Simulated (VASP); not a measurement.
# ZnS (F-43m) in VASP: further runs

Runs on ZnS. Level: PBEsol. Tasks: single point.

All numbers are computed with VASP 6.6.1; they aren't measurements. Logs are shortened: lines on timing, memory, paths and dates and some standing lists are left out, and cuts for length are marked.

**Measured values to compare with.**

From “Electronic, vibrational, and thermodynamic properties of ZnS (zincblende and rocksalt structure)”, 2009, arxiv:0911.5022, for a bulk crystal of ZnS at 19 K: band gap 3.85 eV (direct).

The results are compared with them further down.

## Step 1: The cell of the first run

Symmetry: F-43m, No. 216, cubic system. Conventional cell: a = 5.356 Å, b = 5.356 Å, c = 5.356 Å, α = 90.00°, β = 90.00°, γ = 90.00°. Within 3.1 Å of Zn (site symmetry -43m) lie 4 S at 2.32 Å. Within 3.1 Å of S (site symmetry -43m) lie 4 Zn at 2.32 Å.

## Step 2: Single point, PBEsol (19.21 Å³/atom)

File INCAR:

```
PREC     = Accurate       # precision mode
ENCUT    = 500            # plane-wave cutoff, eV
EDIFF    = 1E-6           # SCF threshold, eV
ISMEAR   = 0              # smearing method
SIGMA    = 0.05           # smearing width, eV
LREAL    = F              # projectors in reciprocal space
LASPH    = T              # aspherical terms in the spheres
NELM     = 120            # most SCF steps
ALGO     = Normal         # electronic algorithm
ISIF     = 2              # what is computed and relaxed
LWAVE    = F              # write WAVECAR
LCHARG   = T              # write CHGCAR
GGA      = PS             # functional
LELF     = T              # ELF
LVHAR    = T            
NBANDS   = 16             # bands
GGA_COMPAT= F
```

File KPOINTS:

```
regular mesh
0
Gamma
  10 10 10
```

File POSCAR:

```
ZnS
1.0
    0.0000000000      2.6781770825      2.6781770825
    2.6781770825      0.0000000000      2.6781770825
    2.6781770825      2.6781770825      0.0000000000
Zn S
1 1
Direct
    0.0000000000      0.0000000000      0.0000000000
    0.7500000000      0.7500000000      0.7500000000
```

Potentials or basis: VASP PAW PBE potentials, release 64 (Zn, S).

On the command line:

```console
cat potpaw_PBE.64/Zn/POTCAR potpaw_PBE.64/S/POTCAR > POTCAR
mpirun -np 1 vasp_std > vasp.out
```

OUTCAR:

```text
PREC = Accurate
   ENCUT = 500
   EDIFF = 1E-6
   ISMEAR = 0
   LREAL = F
   LASPH = T
   NELM = 120
   ISIF = 2
   GGA = PS

 ion  position               nearest neighbor table
   1  0.000  0.000  0.000-   2 2.32   2 2.32   2 2.32   2 2.32
   2  0.750  0.750  0.750-   1 2.32   1 2.32   1 2.32   1 2.32

  LATTYP: Found a face centered cubic cell.
 ALAT       =     5.3563541650

  Lattice vectors:

 A1 = (   0.0000000000,   2.6781770825,   2.6781770825)
 A2 = (   2.6781770825,   0.0000000000,   2.6781770825)
 A3 = (   2.6781770825,   2.6781770825,   0.0000000000)

Analysis of symmetry for initial positions (statically):
=====================================================================
 Subroutine PRICEL returns:
 Original cell was already a primitive cell.

 Routine SETGRP: Setting up the symmetry group for a
 face centered cubic supercell.

 Subroutine GETGRP returns: Found 24 space group operations
 (whereof 24 operations were pure point group operations)
 out of a pool of 48 trial point group operations.

The static configuration has the point symmetry T_d .

Analysis of symmetry for dynamics (positions and initial velocities):
=====================================================================
 Subroutine PRICEL returns:
 Original cell was already a primitive cell.

 Routine SETGRP: Setting up the symmetry group for a
 face centered cubic supercell.

 Subroutine GETGRP returns: Found 24 space group operations
 (whereof 24 operations were pure point group operations)
 out of a pool of 48 trial point group operations.

The dynamic configuration has the point symmetry T_d .

 Subroutine INISYM returns: Found 24 space group operations
 (whereof 24 operations are pure point group operations),
 and found     1 'primitive' translations

----------------------------------------------------------------------------------------

                                     Primitive cell

  volume of cell :      38.4192

  direct lattice vectors                    reciprocal lattice vectors
     0.000000000  2.678177082  2.678177082    -0.186694152  0.186694152  0.186694152
     2.678177082  0.000000000  2.678177082     0.186694152 -0.186694152  0.186694152
     2.678177082  2.678177082  0.000000000     0.186694152  0.186694152 -0.186694152

  length of vectors
     3.787514353  3.787514353  3.787514353     0.323363757  0.323363757  0.323363757

  position of ions in fractional coordinates (direct lattice)
     0.000000000  0.000000000  0.000000000
     0.750000000  0.750000000  0.750000000

  ion indices of the primitive-cell ions
   primitive index   ion index
                 1           1
                 2           2

----------------------------------------------------------------------------------------

 KPOINTS: regular mesh

Automatic generation of k-mesh.
 Grid dimensions read from file:
 generate k-points for:   10   10   10

 Generating k-lattice:

  Cartesian coordinates                     Fractional coordinates (reciprocal lattice)
    -0.018669415  0.018669415  0.018669415     0.100000000  0.000000000  0.000000000
     0.018669415 -0.018669415  0.018669415     0.000000000  0.100000000  0.000000000
     0.018669415  0.018669415 -0.018669415     0.000000000  0.000000000  0.100000000

  Length of vectors
     0.032336376  0.032336376  0.032336376

  Shift w.r.t. Gamma in fractional coordinates (k-lattice)
     0.000000000  0.000000000  0.000000000

 Subroutine IBZKPT returns following result:
 ===========================================

 Found     47 irreducible k-points:

 Following reciprocal coordinates:
            Coordinates               Weight
  0.000000  0.000000  0.000000      1.000000
  0.100000  0.000000  0.000000      8.000000
  0.200000  0.000000  0.000000      8.000000
  0.300000  0.000000  0.000000      8.000000
  0.400000  0.000000  0.000000      8.000000
  0.500000  0.000000  0.000000      4.000000
[... 16 lines left out ...]
  0.300000  0.300000  0.000000      6.000000
  0.400000  0.300000  0.000000     24.000000
 [... further k-points ...]
   k-points           NKPTS =     47   k-points in BZ     NKDIM =     47   number of bands    NBANDS=     16
   number of dos      NEDOS =    301   number of ions     NIONS =      2
   total plane-waves  NPLWV =  21952
   dimension x,y,z NGX =    28 NGY =   28 NGZ =   28
   dimension x,y,z NGXF=    56 NGYF=   56 NGZF=   56
   ions per type =               1   1
   NGX,Y,Z   is equivalent  to a cutoff of  12.29, 12.29, 12.29 a.u.
   NGXF,Y,Z  is equivalent  to a cutoff of  24.58, 24.58, 24.58 a.u.
 SYSTEM =  unknown system
   PREC   = accura    normal or accurate (medium, high low for compatibility)
   ISTART =      0    job   : 0-new  1-cont  2-samecut
   ICHARG =      2    charge: 1-file 2-atom 10-const
   ISPIN  =      1    spin polarized calculation?
   LNONCOLLINEAR =      F non collinear calculations
   LSORBIT =      F    spin-orbit coupling
   LASPH  =      T    aspherical Exc in radial PAW
   ENCUT  =  500.0 eV  36.75 Ry    6.06 a.u.   6.91  6.91  6.91*2*pi/ulx,y,z
   NELM   =    120;   NELMIN=  2; NELMDL= -5     # of ELM steps
   EDIFF  = 0.1E-05   stopping-criterion for ELM
   LREAL  =      F    real-space projection
   EDIFFG = 0.1E-04   stopping-criterion for IOM
   NSW    =      0    number of steps for IOM
   IBRION =     -1    ionic relax: 0-MD 1-quasi-New 2-CG
   NFREE  =      0    steps in history (QN), initial steepest desc. (CG)
   ISIF   =      2    stress and relaxation
   ISYM   =      2    0-nonsym 1-usesym 2-fastsym
   POTIM  = 0.5000    time-step for ionic-motion
   TEBEG  =    0.0;   TEEND  =   0.0 temperature during run
   PSTRESS=    0.0 pullay stress
   NELECT =      18.0000    total number of electrons
   NUPDOWN=      -1.0000    fix difference up-down
   EMIN   =  10.00;   EMAX   =-10.00  energy-range for DOS
   EFERMI =   0.00;   METHOD = LEGACY
   ISMEAR =     0;   SIGMA  =   0.05  broadening in eV -4-tet -1-fermi 0-gaus
   EFERMI_NEDOS =   21; number of points for ismear=-14 and -15
   IALGO  =     38    algorithm
   IMIX   =      4    mixing-type and parameters
     AMIX     =   0.40;   BMIX     =  1.00
     AMIX_MAG =   1.60;   BMIX_MAG =  1.00
  volume/ion in A,a.u.               =      19.21       129.63
  Fermi-wavevector in a.u.,A,eV,Ry     =   1.271500  2.402787 21.996707  1.616712
  Thomas-Fermi vector in A             =   2.404430
   LORBIT       =      0    0 simple, 1 ext, 2 COOP (PROOUT), +10 PAW based schemes
   GGA     = PS    functional components
   LHFCALC =     F    Hartree Fock is set to
   AEXX    =    0.0000 exact exchange contribution
   IVDW    =     0    specifies the selected vdW correction
   LEPSILON=     F    determine dielectric tensor
   LRPA    =     F    only Hartree local field effects (RPA)
 non-spin polarized calculation
 Gauss-broadening in eV      SIGMA  =   0.05
  energy-cutoff  :      500.00
  volume of cell :       38.42
 maximum number of plane-waves:       990
   NGX = 13   NGY = 13   NGZ = 13

 number of electron      18.0000016 magnetization

 Free energy of the ion-electron system (eV)
  ---------------------------------------------------
  ext. energy  EPLUGINS =         0.00000000
  ---------------------------------------------------
  free energy    TOTEN  =        -7.58870434 eV

  energy without entropy =       -7.58870434  energy(sigma->0) =       -7.58870434

 E-fermi :   2.5139     XC(G=0):  -9.9752

 val. band max:        2.2650439312   @ k =   0.0000   0.0000   0.0000
 cond. band min:       4.3580288895   @ k =   0.0000   0.0000   0.0000
 fundamental gap:      2.0929849583
 Fermi energy:         2.5138946641

 k-point     1 :       0.0000    0.0000    0.0000
  band No.  band energies     occupation
      1     -11.0803      2.00000
      2      -4.2180      2.00000
      3      -4.2180      2.00000
      4      -4.2180      2.00000
      5      -3.6869      2.00000
      6      -3.6869      2.00000
[... 8 lines left out ...]
     15      14.0322      0.00000
     16      14.0530      0.00000

 k-point     2 :       0.1000    0.0000    0.0000
  band No.  band energies     occupation
      1     -11.0000      2.00000
      2      -4.2208      2.00000
      3      -4.2033      2.00000
      4      -4.2033      2.00000
      5      -3.6883      2.00000
      6      -3.6883      2.00000
[... 8 lines left out ...]
     15      13.5526      0.00000
     16      14.6514      0.00000

 k-point     3 :       0.2000    0.0000    0.0000
  band No.  band energies     occupation
      1     -10.7777      2.00000
      2      -4.2101      2.00000
      3      -4.1672      2.00000
      4      -4.1672      2.00000
      5      -3.6885      2.00000
      6      -3.6885      2.00000
[... 8 lines left out ...]
     15      13.1100      0.00000
     16      14.6456      0.00000

 k-point     4 :       0.3000    0.0000    0.0000
  band No.  band energies     occupation
      1     -10.4740      2.00000
      2      -4.1304      2.00000
      3      -4.1287      2.00000
      4      -4.1287      2.00000
      5      -3.6797      2.00000
      6      -3.6797      2.00000
[... 8 lines left out ...]
     15      13.4950      0.00000
     16      14.0687      0.00000

 k-point     5 :       0.4000    0.0000    0.0000
  band No.  band energies     occupation
      1     -10.1985      2.00000
      2      -4.1043      2.00000
      3      -4.1043      2.00000
      4      -3.8938      2.00000
      5      -3.6632      2.00000
      6      -3.6632      2.00000
[... 8 lines left out ...]
     15      14.6788      0.00000
     16      14.6788      0.00000

 k-point     6 :       0.5000    0.0000    0.0000
  band No.  band energies     occupation
      1     -10.0844      2.00000
      2      -4.0968      2.00000
      3      -4.0968      2.00000
      4      -3.6543      2.00000
      5      -3.6543      2.00000
      6      -3.4816      2.00000
[... 8 lines left out ...]
     15      15.7228      0.00000
     16      15.7228      0.00000

 k-point     7 :       0.1000    0.1000    0.0000
  band No.  band energies     occupation
      1     -10.9732      2.00000
      2      -4.2350      2.00000
      3      -4.1915      2.00000
      4      -4.1915      2.00000
      5      -3.6991      2.00000
      6      -3.6790      2.00000
[... 8 lines left out ...]
     15      14.1639      0.00000
     16      14.9511      0.00000

 k-point     8 :       0.2000    0.1000    0.0000
  band No.  band energies     occupation
      1     -10.7979      2.00000
      2      -4.2402      2.00000
      3      -4.1573      2.00000
      4      -4.1554      2.00000
      5      -3.7082      2.00000
      6      -3.6721      2.00000
[... 8 lines left out ...]
     15      14.0104      0.00000
     16      15.6652      0.00000

 k-point     9 :       0.3000    0.1000    0.0000
  band No.  band energies     occupation
      1     -10.5197      2.00000
      2      -4.1997      2.00000
      3      -4.1135      2.00000
      4      -4.1092      2.00000
      5      -3.7039      2.00000
      6      -3.6630      2.00000
[... 8 lines left out ...]
     15      14.1955      0.00000
     16      15.0943      0.00000
[... 172 lines left out ...]
 k-point    19 :       0.5000    0.2000    0.0000
  band No.  band energies     occupation
      1      -9.9808      2.00000
      2      -4.1210      2.00000
      3      -4.0160      2.00000
      4      -3.8410      2.00000
      5      -3.6455      2.00000
      6      -3.5274      2.00000
[... 8 lines left out ...]
     15      15.7924      0.00000
     16      16.8087      0.00000

 k-point    20 :      -0.4000    0.2000    0.0000
  band No.  band energies     occupation
      1      -9.9545      2.00000
      2      -4.0989      2.00000
      3      -4.0253      2.00000
      4      -3.7500      2.00000
      5      -3.6703      2.00000
      6      -3.4748      2.00000
[... 8 lines left out ...]
     15      14.2819      0.00000
     16      16.6295      0.00000

 k-point    21 :      -0.3000    0.2000    0.0000
  band No.  band energies     occupation
      1     -10.1121      2.00000
      2      -4.0938      2.00000
      3      -4.0558      2.00000
      4      -3.9308      2.00000
      5      -3.6987      2.00000
      6      -3.6230      2.00000
[... 8 lines left out ...]
     15      15.4812      0.00000
     16      16.7580      0.00000

 k-point    22 :      -0.2000    0.2000    0.0000
  band No.  band energies     occupation
      1     -10.3713      2.00000
      2      -4.1286      2.00000
      3      -4.1021      2.00000
      4      -4.0965      2.00000
      5      -3.7111      2.00000
      6      -3.6466      2.00000
[... 8 lines left out ...]
     15      15.1669      0.00000
     16      16.8714      0.00000

 k-point    23 :       0.3000    0.3000    0.0000
  band No.  band energies     occupation
      1     -10.2706      2.00000
      2      -4.2960      2.00000
      3      -4.0057      2.00000
      4      -4.0057      2.00000
      5      -3.7237      2.00000
      6      -3.6334      2.00000
[... 8 lines left out ...]
     15      15.1253      0.00000
     16      18.9580      0.00000

 k-point    24 :       0.4000    0.3000    0.0000
  band No.  band energies     occupation
      1     -10.0529      2.00000
      2      -4.2642      2.00000
      3      -3.9577      2.00000
      4      -3.9497      2.00000
      5      -3.6668      2.00000
      6      -3.6252      2.00000
[... 8 lines left out ...]
     15      15.6871      0.00000
     16      18.2058      0.00000

 [... further k-points ...]
[... 5 lines left out ...]
  --------------------------------------------------------------------------------------
  -------------------------------------------------------------------------------------
  Total        0.0461924      0.0461924      0.0461924      0.0000000      0.0000000     -0.0000000
  in kB        1.9263396      1.9263396      1.9263396      0.0000000      0.0000000     -0.0000000
  external PRESSURE =       1.9263396 kB  Pullay stress =       0.0000000 kB

 VOLUME and BASIS-vectors are now :
 -----------------------------------------------------------------------------
  energy-cutoff  :      500.00
  volume of cell :       38.42
      direct lattice vectors                 reciprocal lattice vectors
     0.000000000  2.678177082  2.678177082    -0.186694152  0.186694152  0.186694152
     2.678177082  0.000000000  2.678177082     0.186694152 -0.186694152  0.186694152
     2.678177082  2.678177082  0.000000000     0.186694152  0.186694152 -0.186694152

 POSITION                                       TOTAL-FORCE (eV/Angst)
 -----------------------------------------------------------------------------------
      0.00000      0.00000      0.00000        -0.000000     -0.000000     -0.000000
      4.01727      4.01727      4.01727         0.000000      0.000000      0.000000
 -----------------------------------------------------------------------------------
    total drift:                               -0.000001     -0.000001     -0.000001

  FREE ENERGIE OF THE ION-ELECTRON SYSTEM (eV)
  ---------------------------------------------------
  free  energy   TOTEN  =        -7.5887043430 eV

  energy  without entropy=       -7.5887043430  energy(sigma->0) =       -7.58870434
```

It took 44 s on 1 thread of Intel Xeon 8259CL, shared host; peak memory 0.17 GiB.

What came out:

```yaml
Free_energy: -7.5887 eV
Pressure: 0.2 GPa
Band_gap_on_the_k_mesh: 2.09 eV
```

Levels at points of the mesh, in eV from the valence-band top:
```tsv
k point	band 5	band 6	band 7	band 8	band 9	band 10	band 11	band 12	band 13	band 14
(0.00, 0.00, 0.00)	-5.95	-5.95	0.00	0.00	0.00	2.09	6.29	6.29	6.29	11.77
(0.50, 0.00, 0.00)	-5.92	-5.75	-5.54	-0.92	-0.92	3.24	6.82	6.82	8.79	12.08
(0.50, 0.50, 0.00)	-5.87	-5.73	-4.71	-2.35	-2.35	3.18	3.96	11.02	12.06	12.06
```

Caveat: the PAW data sets were made with another functional, which shifts forces and pressure a little.

(Continued in part 2 of 2.)
